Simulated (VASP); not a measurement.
# Ba5Na4Al2O10 in VASP: notebook

Ba5Na4Al2O10 is run at these levels: PBE; tasks: single point.

All numbers are computed with VASP 6.6.1; they aren't measurements. Logs are shortened: lines on timing, memory, paths and dates and some standing lists are left out, and cuts for length are marked.

**1. The cell of the first run**

The cell holds a disordered packing, 21 atoms: a = 6.933 Å, b = 7.215 Å, c = 6.739 Å, α = 90.92°, β = 88.87°, γ = 91.24°.

**2. Single point, PBE**

INCAR reads:

```
SYSTEM = Ba5Na4Al2O10
PREC = Accurate
ENCUT = 970
EDIFF = 1E-6
ISMEAR = -1
SIGMA = 0.05
LREAL = Auto
LASPH = .True.
NELM = 120
ALGO = Normal
ISIF = 2
LWAVE = .False.
LCHARG = .False.
GGA = PE
ISYM = 0
NBANDS = 92
GGA_COMPAT = .False.
```

KPOINTS reads:

```
Automatic mesh
0
Gamma
  1 1 1
  0 0 0
```

POSCAR reads:

```
Ba5Na4Al2O10
1.0
    6.9327090000     -0.0765500000      0.0671430000
   -0.0765500000      7.2143380000     -0.0554530000
    0.0671430000     -0.0554530000      6.7389310000
Ba O Al Na
5 10 2 4
Direct
    0.7224290168      0.8928891801      0.2606603825
    0.4252681081      0.6299225365      0.8968102386
    0.9350411667      0.6623406552      0.8336962209
    0.4556669324      0.0968807524      0.6819322654
    0.9509299597      0.1475852283      0.6962298254
    0.2037040724      0.0696061133      0.4042609377
    0.6883162460      0.3909122225      0.8627719497
    0.0639717932      0.4454282588      0.5371030027
    0.4378837535      0.5420313886      0.3074611445
    0.2350534237      0.7762759716      0.6447424138
    0.6846806993      0.8092031228      0.6523457837
    0.7185012376      0.2101709040      0.3883589665
    0.4245837247      0.9720099740      0.0407481608
    0.1004119182      0.7034123867      0.1995235401
    1.0109782436      0.0284491262      0.0376035127
    0.1968294962      0.9479222486      0.1681460175
    0.2122004028      0.6218992557      0.4223485012
    0.7249371019      0.4242014533      0.1798050449
    0.0139769882      0.2758828085      0.2712186951
    0.4152989338      0.2509139259      0.2461135918
    0.6913931785      0.4923286966      0.5536846855
```

Potentials or basis: VASP PAW PBE potentials, release 64 (Ba_sv, O, Al, Na_sv).

Run with:

```console
$ cat potpaw_PBE.64/Ba_sv/POTCAR potpaw_PBE.64/O/POTCAR potpaw_PBE.64/Al/POTCAR potpaw_PBE.64/Na_sv/POTCAR > POTCAR
$ mpirun -np 1 vasp_gam > vasp.out
```

OUTCAR:

```text
SYSTEM = Ba5Na4Al2O10
   PREC = Accurate
   ENCUT = 970
   EDIFF = 1E-6
   ISMEAR = -1
   LREAL = Auto
   LASPH = .True.
   NELM = 120
   ISIF = 2
   GGA = PE
   ISYM = 0

 ion  position               nearest neighbor table
   1  0.722  0.893  0.261-  12 2.43  13 2.64  15 2.66  11 2.72  14 3.00   9 3.19  16 3.35   3 3.61
                             4 3.66   2 3.71  16 3.74   5 3.79   5 4.50   3 4.52   4 4.62
   2  0.425  0.630  0.897-  10 2.44   7 2.54  13 2.64  11 2.73   9 2.85  14 3.06  21 3.09  18 3.25
                            16 3.32   3 3.45  17 3.55   3 3.55   4 3.69   1 3.71  17 3.81   4 4.10
   3  0.935  0.662  0.834-  11 2.42  10 2.55   7 2.58   8 2.67  14 2.75  21 2.81  15 3.00  18 3.23
                            17 3.35   2 3.45  16 3.53   2 3.55   1 3.61   5 3.63   5 3.82   1 4.52
   4  0.456  0.097  0.682-   6 2.59  13 2.60  11 2.64  10 2.76  12 2.78   7 2.90  20 3.18   5 3.45
                             5 3.53   1 3.66   2 3.69  16 3.86  16 4.05   2 4.10   1 4.62
   5  0.951  0.148  0.696-  15 2.51   8 2.52   6 2.67  12 2.70   7 2.77  11 3.04  19 3.04  21 3.27
                             4 3.45   4 3.53   3 3.63   1 3.79   3 3.82  16 3.95   1 4.50
   6  0.204  0.070  0.404-  16 1.81   4 2.59   5 2.67
   7  0.688  0.391  0.863-   2 2.54   3 2.58   5 2.77   4 2.90
   8  0.064  0.445  0.537-  17 1.79   5 2.52   3 2.67
   9  0.438  0.542  0.307-  17 1.83   2 2.85   1 3.19
  10  0.235  0.776  0.645-  17 1.86   2 2.44   3 2.55   4 2.76
  11  0.685  0.809  0.652-   3 2.42   4 2.64   1 2.72   2 2.73   5 3.04
  12  0.719  0.210  0.388-   1 2.43   5 2.70   4 2.78
  13  0.425  0.972  0.041-  16 1.79   4 2.60   2 2.64   1 2.64
  14  0.100  0.703  0.200-  17 1.82  16 1.89   3 2.75   1 3.00   2 3.06
  15  0.011  0.028  0.038-  16 1.69   5 2.51   1 2.66   3 3.00
  16  0.197  0.948  0.168-  15 1.69  13 1.79   6 1.81  14 1.89  17 2.94   2 3.32   1 3.35   3 3.53
                             1 3.74   4 3.86   5 3.95   4 4.05
  17  0.212  0.622  0.422-   8 1.79  14 1.82   9 1.83  10 1.86  16 2.94   3 3.35   2 3.55   2 3.81

  18  0.725  0.424  0.180-   3 3.23   2 3.25
  19  0.014  0.276  0.271-   5 3.04
  20  0.415  0.251  0.246-   4 3.18
  21  0.691  0.492  0.554-   3 2.81   2 3.09   5 3.27

IMPORTANT INFORMATION: All symmetrisations will be switched off!
NOSYMM: (Re-)initialisation of all symmetry stuff for point group C_1.

----------------------------------------------------------------------------------------

                                     Primitive cell

  volume of cell :     336.9542

  direct lattice vectors                    reciprocal lattice vectors
     6.932709000 -0.076550000  0.067143000     0.144274342  0.001519915 -0.001424963
    -0.076550000  7.214338000 -0.055453000     0.001519915  0.138637637  0.001125671
     0.067143000 -0.055453000  6.738931000    -0.001424963  0.001125671  0.148414949

  length of vectors
     6.933456725  7.214957222  6.739493619     0.144289384  0.138650538  0.148426058

  position of ions in fractional coordinates (direct lattice)
     0.722429017  0.892889180  0.260660382
     0.425268108  0.629922536  0.896810239
     0.935041167  0.662340655  0.833696221
     0.455666932  0.096880752  0.681932265
     0.950929960  0.147585228  0.696229825
     0.203704072  0.069606113  0.404260938
[... 13 lines left out ...]
     0.415298934  0.250913926  0.246113592
     0.691393179  0.492328697  0.553684686

  ion indices of the primitive-cell ions
   primitive index   ion index
                 1           1
                 2           2
                 3           3
                 4           4
                 5           5
                 6           6
[... 13 lines left out ...]
                20          20
                21          21

----------------------------------------------------------------------------------------

 KPOINTS: Automatic mesh

Automatic generation of k-mesh.
 Grid dimensions read from file:
 generate k-points for:    1    1    1

 Generating k-lattice:

  Cartesian coordinates                     Fractional coordinates (reciprocal lattice)
     0.144274342  0.001519915 -0.001424963     1.000000000 -0.000000000  0.000000000
     0.001519915  0.138637637  0.001125671     0.000000000  1.000000000  0.000000000
    -0.001424963  0.001125671  0.148414949     0.000000000  0.000000000  1.000000000

  Length of vectors
     0.144289384  0.138650538  0.148426058

  Shift w.r.t. Gamma in fractional coordinates (k-lattice)
     0.000000000  0.000000000  0.000000000

 Subroutine IBZKPT returns following result:
 ===========================================

 Found      1 irreducible k-points:

 Following reciprocal coordinates:
            Coordinates               Weight
  0.000000  0.000000  0.000000      1.000000
   k-points           NKPTS =      1   k-points in BZ     NKDIM =      1   number of bands    NBANDS=     92
   number of dos      NEDOS =    301   number of ions     NIONS =     21
   total plane-waves  NPLWV = 392000
   dimension x,y,z NGX =    70 NGY =   80 NGZ =   70
   dimension x,y,z NGXF=   140 NGYF=  160 NGZF=  140
   ions per type =               5  10   2   4
   NGX,Y,Z   is equivalent  to a cutoff of  16.78, 18.43, 17.27 a.u.
   NGXF,Y,Z  is equivalent  to a cutoff of  33.57, 36.87, 34.53 a.u.
 SYSTEM =  Ba5Na4Al2O10
   PREC   = accura    normal or accurate (medium, high low for compatibility)
   ISTART =      0    job   : 0-new  1-cont  2-samecut
   ICHARG =      2    charge: 1-file 2-atom 10-const
   ISPIN  =      1    spin polarized calculation?
   LNONCOLLINEAR =      F non collinear calculations
   LSORBIT =      F    spin-orbit coupling
   LASPH  =      T    aspherical Exc in radial PAW
   ENCUT  =  970.0 eV  71.29 Ry    8.44 a.u.  17.61 18.32 17.11*2*pi/ulx,y,z
   NELM   =    120;   NELMIN=  2; NELMDL= -5     # of ELM steps
   EDIFF  = 0.1E-05   stopping-criterion for ELM
   LREAL  =      T    real-space projection
   EDIFFG = 0.1E-04   stopping-criterion for IOM
   NSW    =      0    number of steps for IOM
   IBRION =     -1    ionic relax: 0-MD 1-quasi-New 2-CG
   NFREE  =      0    steps in history (QN), initial steepest desc. (CG)
   ISIF   =      2    stress and relaxation
   ISYM   =      0    0-nonsym 1-usesym 2-fastsym
   POTIM  = 0.5000    time-step for ionic-motion
   TEBEG  =    0.0;   TEEND  =   0.0 temperature during run
   PSTRESS=    0.0 pullay stress
   NELECT =     152.0000    total number of electrons
   NUPDOWN=      -1.0000    fix difference up-down
   EMIN   =  10.00;   EMAX   =-10.00  energy-range for DOS
   EFERMI =   0.00;   METHOD = LEGACY
   ISMEAR =    -1;   SIGMA  =   0.05  broadening in eV -4-tet -1-fermi 0-gaus
   EFERMI_NEDOS =   21; number of points for ismear=-14 and -15
   IALGO  =     38    algorithm
   IMIX   =      4    mixing-type and parameters
     AMIX     =   0.40;   BMIX     =  1.00
     AMIX_MAG =   1.60;   BMIX_MAG =  1.00
  volume/ion in A,a.u.               =      16.05       108.28
  Fermi-wavevector in a.u.,A,eV,Ry     =   1.255545  2.372637 21.448142  1.576394
  Thomas-Fermi vector in A             =   2.389297
   LORBIT       =      0    0 simple, 1 ext, 2 COOP (PROOUT), +10 PAW based schemes
   GGA     = PE    functional components
   LHFCALC =     F    Hartree Fock is set to
   AEXX    =    0.0000 exact exchange contribution
   IVDW    =     0    specifies the selected vdW correction
   LEPSILON=     F    determine dielectric tensor
   LRPA    =     F    only Hartree local field effects (RPA)
 non-spin polarized calculation
  energy-cutoff  :      970.00
  volume of cell :      336.95
 maximum number of plane-waves:     11565
 NGX is ok and might be reduce to    70
   NGX = 35   NGY = 37   NGZ = 35

 number of electron     151.9999995 magnetization

 Free energy of the ion-electron system (eV)
  ---------------------------------------------------
  ext. energy  EPLUGINS =         0.00000000
  ---------------------------------------------------
  free energy    TOTEN  =      -115.55606549 eV

  energy without entropy =     -115.55606549  energy(sigma->0) =     -115.55606549

 E-fermi :   3.5756     XC(G=0):  -9.6460

 val. band max:        2.5087177644   @ k =   0.0000   0.0000   0.0000
 cond. band min:       4.6433440092   @ k =   0.0000   0.0000   0.0000
 fundamental gap:      2.1346262447
 Fermi energy:         3.5755864278

 k-point     1 :       0.0000    0.0000    0.0000
  band No.  band energies     occupation
      1     -48.7783      2.00000
      2     -48.0093      2.00000
      3     -47.9973      2.00000
      4     -47.7688      2.00000
      5     -23.4810      2.00000
      6     -23.3187      2.00000
[... 80 lines left out ...]
     87       8.1498      0.00000
     88       8.4436      0.00000
 [bands above 88 left out]

------------------------ aborting loop because EDIFF is reached ----------------------------------------

  FORCE on cell =-STRESS in cart. coord.  units (eV):
  Direction    XX          YY          ZZ          XY          YZ          ZX
  --------------------------------------------------------------------------------------
  -------------------------------------------------------------------------------------
  Total       19.7599886     17.3445364     13.5862501     -3.4786395     -3.1101841      5.2232187
  in kB       93.9563956     82.4712074     64.6010035    -16.5405169    -14.7885553     24.8357837
  external PRESSURE =      80.3428688 kB  Pullay stress =       0.0000000 kB

 VOLUME and BASIS-vectors are now :
 -----------------------------------------------------------------------------
  energy-cutoff  :      970.00
  volume of cell :      336.95
      direct lattice vectors                 reciprocal lattice vectors
     6.932709000 -0.076550000  0.067143000     0.144274342  0.001519915 -0.001424963
    -0.076550000  7.214338000 -0.055453000     0.001519915  0.138637637  0.001125671
     0.067143000 -0.055453000  6.738931000    -0.001424963  0.001125671  0.148414949

 POSITION                                       TOTAL-FORCE (eV/Angst)
 -----------------------------------------------------------------------------------
      4.95754      6.37185      1.75556        -0.085058      0.154894      0.375004
      2.96025      4.46219      6.03717        -0.348319      0.417397     -0.015633
      6.48764      4.66054      5.64427         0.988308      0.885053      0.004770
      3.19738      0.62623      4.62072        -0.099791     -0.581702      0.003993
      6.62797      0.95333      4.74751        -0.056798     -0.611501     -0.161557
      1.43404      0.46415      2.73410         0.133194     -0.281645     -1.165326
[... 13 lines left out ...]
      2.87646      1.76474      1.67251         0.419027     -0.217311     -0.133195
      4.79272      3.46820      3.75036        -0.419854     -0.034936     -0.764242
 -----------------------------------------------------------------------------------
    total drift:                                0.052611     -0.068479      0.026746

  FREE ENERGIE OF THE ION-ELECTRON SYSTEM (eV)
  ---------------------------------------------------
  free  energy   TOTEN  =      -115.5560654910 eV

  energy  without entropy=     -115.5560654886  energy(sigma->0) =     -115.55606549
```

Wall time 2.8 min (1 thread of Intel Xeon Platinum 8259CL at 2.50GHz (Skylake/Cascade Lake), shared host); peak memory 0.77 GiB.

Results:

```
Free energy   : -115.5561 eV
Pressure      : 8.0 GPa
Largest force : 1.617 eV/Å
```

Forces on the atoms (eV/Å):
```
Ba  -0.085  0.155  0.375
Ba  -0.348  0.417 -0.016
Ba   0.988  0.885  0.005
Ba  -0.100 -0.582  0.004
Ba  -0.057 -0.612 -0.162
O    0.133 -0.282 -1.165
O    0.083 -0.375 -0.065
O    0.198  0.882 -0.098
O   -0.242  0.686  0.434
O   -0.369 -0.982 -1.092
O    0.107  0.315  0.040
O   -0.571 -0.641  0.776
O   -0.348 -0.214  0.758
O    0.117  0.356  0.428
O   -1.002  0.883 -0.697
Al   0.534 -0.879  1.248
Al   1.032  0.154  0.788
Na  -0.363  0.317 -0.412
Na   0.293 -0.233 -0.251
Na   0.419 -0.217 -0.133
Na  -0.420 -0.035 -0.764
```

Caveat: the k points lie up to 0.93 Å⁻¹ apart; the atoms stand as in a frame of molecular dynamics; spin-orbit coupling is left out, which moves the levels of the heavy elements.

(Continued in part 2 of 2.)
